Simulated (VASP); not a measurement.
# W6Cl in VASP: single point with PBE

Aim: the single point of W6Cl with PBE.

Program: VASP 6.6.1. These are calculated values, not measurements. Logs are shortened: lines on timing, memory, paths and dates and some standing lists are left out, and cuts for length are marked.

## (1) The cell of the first run

The cell holds a slab with vacuum, 14 atoms: a = 5.533 Å, b = 5.533 Å, c = 24.516 Å, α = 90.00°, β = 90.00°, γ = 109.47°.

## (2) Single point, PBE

File INCAR:

```
PREC = Accurate ; ENCUT = 400
EDIFF = 1E-6 ; ISMEAR = -1
SIGMA = 0.05 ; LREAL = False
LASPH = True ; NELM = 120
ALGO = Normal ; ISIF = 2
LWAVE = False ; LCHARG = True
LDIPOL = True ; IDIPOL = 3
DIPOL = 0.5 0.5 0.453 ; GGA = PE
LELF = True ; LVHAR = True
LVACPOTAV = True ; NBANDS = 104
GGA_COMPAT = False ; NELMDL = -8
```

File KPOINTS:

```
Automatic mesh
0
Gamma
  5 5 1
```

File POSCAR:

```
W6Cl
1.0
    5.5332095099      0.0000000000      0.0000000000
   -1.8444031700      5.2167599549      0.0000000000
    0.0000000000      0.0000000000     24.5159466464
W Cl
12 2
Direct
    0.2500000000      0.2500000000      0.3263182171
    0.2500000000      0.7500000000      0.3263182171
    0.7500000000      0.2500000000      0.3263182171
    0.7500000000      0.7500000000      0.3263182171
    0.5000000000      0.5000000000      0.4184591960
    0.5000000000      0.0000000000      0.4184591960
    0.0000000000      0.5000000000      0.4184591960
    0.0000000000      0.0000000000      0.4184591960
    0.7500000000      0.7500000000      0.5106001749
    0.7500000000      0.2500000000      0.5106001749
    0.2500000000      0.7500000000      0.5106001749
    0.2500000000      0.2500000000      0.5106001749
    0.9166666667      0.5833333333      0.6166535955
    0.9166666667      0.5833333333      0.6981556492
```

Potentials or basis: VASP PAW PBE potentials, release 64 (W_sv, Cl).

Command:

```console
cat potpaw_PBE.64/W_sv/POTCAR potpaw_PBE.64/Cl/POTCAR > POTCAR
mpirun -np 1 vasp_std > vasp.out
```

OUTCAR:

```text
PREC = Accurate
   ENCUT = 400
   EDIFF = 1E-6
   ISMEAR = -1
   LREAL = False
   LASPH = True
   NELM = 120
   ISIF = 2
   GGA = PE
   NELMDL = -8

 ion  position               nearest neighbor table
   1  0.250  0.250  0.326-   5 2.77   8 2.77   3 2.77   3 2.77   2 2.77   2 2.77   7 3.19   6 3.19
                             4 3.19   4 3.19
   2  0.250  0.750  0.326-   6 2.77   7 2.77   4 2.77   4 2.77   1 2.77   1 2.77   5 3.19   8 3.19
                             3 3.19   3 3.19
   3  0.750  0.250  0.326-   6 2.77   7 2.77   1 2.77   1 2.77   4 2.77   4 2.77   5 3.19   8 3.19
                             2 3.19   2 3.19
   4  0.750  0.750  0.326-   5 2.77   8 2.77   2 2.77   2 2.77   3 2.77   3 2.77   7 3.19   6 3.19
                             1 3.19   1 3.19
   5  0.500  0.500  0.418-   1 2.77   4 2.77   9 2.77  12 2.77   7 2.77   7 2.77   6 2.77   6 2.77
                            11 3.19   2 3.19   3 3.19  10 3.19   8 3.19   8 3.19
   6  0.500  0.000  0.418-   2 2.77   3 2.77  10 2.77  11 2.77   8 2.77   8 2.77   5 2.77   5 2.77
                             4 3.19  12 3.19   9 3.19   1 3.19   7 3.19   7 3.19
   7  0.000  0.500  0.418-   2 2.77   3 2.77  10 2.77  11 2.77   5 2.77   5 2.77   8 2.77   8 2.77
                             4 3.19  12 3.19   9 3.19   1 3.19   6 3.19   6 3.19
   8  0.000  0.000  0.418-   1 2.77   4 2.77   9 2.77  12 2.77   6 2.77   6 2.77   7 2.77   7 2.77
                            11 3.19   2 3.19   3 3.19  10 3.19   5 3.19   5 3.19
   9  0.750  0.750  0.511-   5 2.77   8 2.77  11 2.77  11 2.77  10 2.77  10 2.77  13 3.00   6 3.19
                             7 3.19  12 3.19  12 3.19
  10  0.750  0.250  0.511-   6 2.77   7 2.77  12 2.77  12 2.77   9 2.77   9 2.77   5 3.19   8 3.19
                            11 3.19  11 3.19
  11  0.250  0.750  0.511-   6 2.77   7 2.77   9 2.77   9 2.77  12 2.77  12 2.77   5 3.19   8 3.19
                            10 3.19  10 3.19
  12  0.250  0.250  0.511-   5 2.77   8 2.77  10 2.77  10 2.77  11 2.77  11 2.77   7 3.19   6 3.19
                             9 3.19   9 3.19
  13  0.917  0.583  0.617-  14 2.00   9 3.00
  14  0.917  0.583  0.698-  13 2.00

  LATTYP: Found a base centered orthorhombic cell.
 ALAT       =     6.3892000000
 B/A-ratio  =     1.4142135624
 C/A-ratio  =     3.8370917558

  Lattice vectors:

 A1 = (   5.5332095099,   0.0000000000,   0.0000000000)
 A2 = (  -1.8444031700,   5.2167599549,   0.0000000000)
 A3 = (   0.0000000000,   0.0000000000,  24.5159466464)

Analysis of symmetry for initial positions (statically):
=====================================================================
 Subroutine PRICEL returns:
 Original cell was already a primitive cell.

 Routine SETGRP: Setting up the symmetry group for a
 base centered orthorhombic supercell.

 Subroutine GETGRP returns: Found  2 space group operations
 (whereof  1 operations were pure point group operations)
 out of a pool of  8 trial point group operations.

The static configuration has the point symmetry C_1 .
 The point group associated with its full space group is C_1h.

Analysis of symmetry for dynamics (positions and initial velocities):
=====================================================================
 Subroutine PRICEL returns:
 Original cell was already a primitive cell.

 Routine SETGRP: Setting up the symmetry group for a
 base centered orthorhombic supercell.

 Subroutine GETGRP returns: Found  2 space group operations
 (whereof  1 operations were pure point group operations)
 out of a pool of  8 trial point group operations.

The dynamic configuration has the point symmetry C_1 .
 The point group associated with its full space group is C_1h.

 Subroutine INISYM returns: Found  2 space group operations
 (whereof  1 operations are pure point group operations),
 and found     1 'primitive' translations

----------------------------------------------------------------------------------------

                                     Primitive cell

  volume of cell :     707.6632

  direct lattice vectors                    reciprocal lattice vectors
     5.533209510  0.000000000  0.000000000     0.180726936  0.063896621  0.000000000
    -1.844403170  5.216759955  0.000000000     0.000000000  0.191689863  0.000000000
     0.000000000  0.000000000 24.515946646     0.000000000  0.000000000  0.040789777

  length of vectors
     5.533209510  5.533209510 24.515946646     0.191689863  0.191689863  0.040789777

  position of ions in fractional coordinates (direct lattice)
     0.250000000  0.250000000  0.326318217
[... 54 lines left out ...]

 Found      9 irreducible k-points:

 Following reciprocal coordinates:
            Coordinates               Weight
  0.000000  0.000000  0.000000      1.000000
  0.200000 -0.000000  0.000000      4.000000
  0.400000  0.000000  0.000000      4.000000
  0.200000  0.200000  0.000000      2.000000
  0.400000  0.200000  0.000000      4.000000
 -0.400000  0.200000  0.000000      4.000000
 -0.200000  0.200000  0.000000      2.000000
  0.400000  0.400000  0.000000      2.000000
 -0.400000  0.400000  0.000000      2.000000
   k-points           NKPTS =      9   k-points in BZ     NKDIM =      9   number of bands    NBANDS=    104
   number of dos      NEDOS =    301   number of ions     NIONS =     14
   total plane-waves  NPLWV = 207360
   dimension x,y,z NGX =    36 NGY =   36 NGZ =  160
   dimension x,y,z NGXF=    72 NGYF=   72 NGZF=  320
   ions per type =              12   2
   NGX,Y,Z   is equivalent  to a cutoff of  10.82, 10.82, 10.85 a.u.
   NGXF,Y,Z  is equivalent  to a cutoff of  21.63, 21.63, 21.70 a.u.
 SYSTEM =  unknown system
   PREC   = accura    normal or accurate (medium, high low for compatibility)
   ISTART =      0    job   : 0-new  1-cont  2-samecut
   ICHARG =      2    charge: 1-file 2-atom 10-const
   ISPIN  =      1    spin polarized calculation?
   LNONCOLLINEAR =      F non collinear calculations
   LSORBIT =      F    spin-orbit coupling
   LASPH  =      T    aspherical Exc in radial PAW
   ENCUT  =  400.0 eV  29.40 Ry    5.42 a.u.   9.02  9.02 39.98*2*pi/ulx,y,z
   NELM   =    120;   NELMIN=  2; NELMDL= -8     # of ELM steps
   EDIFF  = 0.1E-05   stopping-criterion for ELM
   LREAL  =      F    real-space projection
   EDIFFG = 0.1E-04   stopping-criterion for IOM
   NSW    =      0    number of steps for IOM
   IBRION =     -1    ionic relax: 0-MD 1-quasi-New 2-CG
   NFREE  =      0    steps in history (QN), initial steepest desc. (CG)
   ISIF   =      2    stress and relaxation
   ISYM   =      2    0-nonsym 1-usesym 2-fastsym
   POTIM  = 0.5000    time-step for ionic-motion
   TEBEG  =    0.0;   TEEND  =   0.0 temperature during run
   PSTRESS=    0.0 pullay stress
   NELECT =     182.0000    total number of electrons
   NUPDOWN=      -1.0000    fix difference up-down
   EMIN   =  10.00;   EMAX   =-10.00  energy-range for DOS
   EFERMI =   0.00;   METHOD = LEGACY
   ISMEAR =    -1;   SIGMA  =   0.05  broadening in eV -4-tet -1-fermi 0-gaus
   EFERMI_NEDOS =   21; number of points for ismear=-14 and -15
   IALGO  =     38    algorithm
   IMIX   =      4    mixing-type and parameters
     AMIX     =   0.40;   BMIX     =  1.00
     AMIX_MAG =   1.60;   BMIX_MAG =  1.00
  volume/ion in A,a.u.               =      50.55       341.11
  Fermi-wavevector in a.u.,A,eV,Ry     =   1.041094  1.967382 14.747025  1.083876
  Thomas-Fermi vector in A             =   2.175699
   LORBIT       =      0    0 simple, 1 ext, 2 COOP (PROOUT), +10 PAW based schemes
   GGA     = PE    functional components
   LHFCALC =     F    Hartree Fock is set to
   AEXX    =    0.0000 exact exchange contribution
   IVDW    =     0    specifies the selected vdW correction
   LEPSILON=     F    determine dielectric tensor
   LRPA    =     F    only Hartree local field effects (RPA)
 non-spin polarized calculation
  energy-cutoff  :      400.00
  volume of cell :      707.66
 maximum number of plane-waves:     12918
   NGX = 19   NGY = 19   NGZ = 79

 dipolmoment           0.000000      0.000000     -0.019044 electrons x Angstroem

 number of electron     182.0000047 magnetization

 dipolmoment           0.000000      0.000000      0.134145 electrons x Angstroem

 Free energy of the ion-electron system (eV)
  ---------------------------------------------------
  ext. energy  EPLUGINS =         0.00000000
  ---------------------------------------------------
  free energy    TOTEN  =      -147.34050241 eV

  energy without entropy =     -147.22326346  energy(sigma->0) =     -147.28188294

 E-fermi :  -0.1878     XC(G=0):  -5.2979

 val. band max:       -0.1931353110   @ k =   0.0000   0.0000   0.0000
 cond. band min:      -0.1771500825   @ k =  -0.2000   0.2000   0.0000
 fundamental gap:      0.0159852285
 Fermi energy:        -0.1878353009

 k-point     1 :       0.0000    0.0000    0.0000
  band No.  band energies     occupation
      1     -74.4129      2.00000
      2     -74.3466      2.00000
      3     -74.3423      2.00000
      4     -74.3049      2.00000
      5     -74.2237      2.00000
      6     -74.1985      2.00000
[... 943 lines left out ...]
    102       0.9390      0.00000
    103       0.9525      0.00000
 [bands above 103 left out]

------------------------ aborting loop because EDIFF is reached ----------------------------------------

  FORCE on cell =-STRESS in cart. coord.  units (eV):
  Direction    XX          YY          ZZ          XY          YZ          ZX
  --------------------------------------------------------------------------------------
  -------------------------------------------------------------------------------------
  Total      -20.8447733    -23.8207366    -10.0880010     -4.2086477     -0.1408981      0.1992600
  in kB      -47.1933843    -53.9310820    -22.8396300     -9.5285434     -0.3189988      0.4511324
  external PRESSURE =     -41.3213654 kB  Pullay stress =       0.0000000 kB

 VOLUME and BASIS-vectors are now :
 -----------------------------------------------------------------------------
  energy-cutoff  :      400.00
  volume of cell :      707.66
      direct lattice vectors                 reciprocal lattice vectors
     5.533209510  0.000000000  0.000000000     0.180726936  0.063896621  0.000000000
    -1.844403170  5.216759955  0.000000000     0.000000000  0.191689863  0.000000000
     0.000000000  0.000000000 24.515946646     0.000000000  0.000000000  0.040789777

 POSITION                                       TOTAL-FORCE (eV/Angst)
 -----------------------------------------------------------------------------------
      0.92220      1.30419      8.00000        -0.016187      0.011446      0.664463
     -0.00000      3.91257      8.00000        -0.001352      0.025348      0.751237
      3.68881      1.30419      8.00000        -0.024349     -0.007175      0.751237
      2.76660      3.91257      8.00000         0.001540     -0.001089      0.693568
      1.84440      2.60838     10.25892        -0.008332      0.029511      0.113419
      2.76660      0.00000     10.25892         0.024432     -0.017276     -0.058482
     -0.92220      2.60838     10.25892         0.004698     -0.003322     -0.018976
      0.00000      0.00000     10.25892        -0.030600     -0.001982      0.113419
      2.76660      3.91257     12.51785        -0.110309      0.078000     -0.391298
      3.68881      1.30419     12.51785         0.023485     -0.013660     -0.474687
     -0.00000      3.91257     12.51785         0.020707     -0.017588     -0.474687
      0.92220      1.30419     12.51785         0.044393     -0.031391     -0.989036
      3.99621      3.04311     15.11785         0.167944     -0.118754     -3.252446
      3.99621      3.04311     17.11595        -0.096072      0.067933      2.572267
 -----------------------------------------------------------------------------------
    total drift:                                0.000015     -0.000011     -0.002016

  FREE ENERGIE OF THE ION-ELECTRON SYSTEM (eV)
  ---------------------------------------------------
  free  energy   TOTEN  =      -147.3405024131 eV

  energy  without entropy=     -147.2232634611  energy(sigma->0) =     -147.28188294

 vacuum level on the upper side and lower side of the slab         5.569         4.728
```

It took 21 min on 1 thread of Intel Xeon Platinum 8259CL at 2.50GHz (Skylake/Cascade Lake), shared host; peak memory 0.63 GiB.

Results:

- Free energy: -147.3405 eV
- Largest force: 3.259 eV/Å
- Band gap on the k mesh: zero (bands 91 and 92 overlap by 1.12 eV)

Forces in eV/Å, atoms in the order of the input:
```
W   -0.016  0.011  0.664
W   -0.001  0.025  0.751
W   -0.024 -0.007  0.751
W    0.002 -0.001  0.694
W   -0.008  0.030  0.113
W    0.024 -0.017 -0.058
W    0.005 -0.003 -0.019
W   -0.031 -0.002  0.113
W   -0.110  0.078 -0.391
W    0.023 -0.014 -0.475
W    0.021 -0.018 -0.475
W    0.044 -0.031 -0.989
Cl   0.168 -0.119 -3.252
Cl  -0.096  0.068  2.572
```

Caveat: spin-orbit coupling is left out, which moves the levels of the heavy elements.
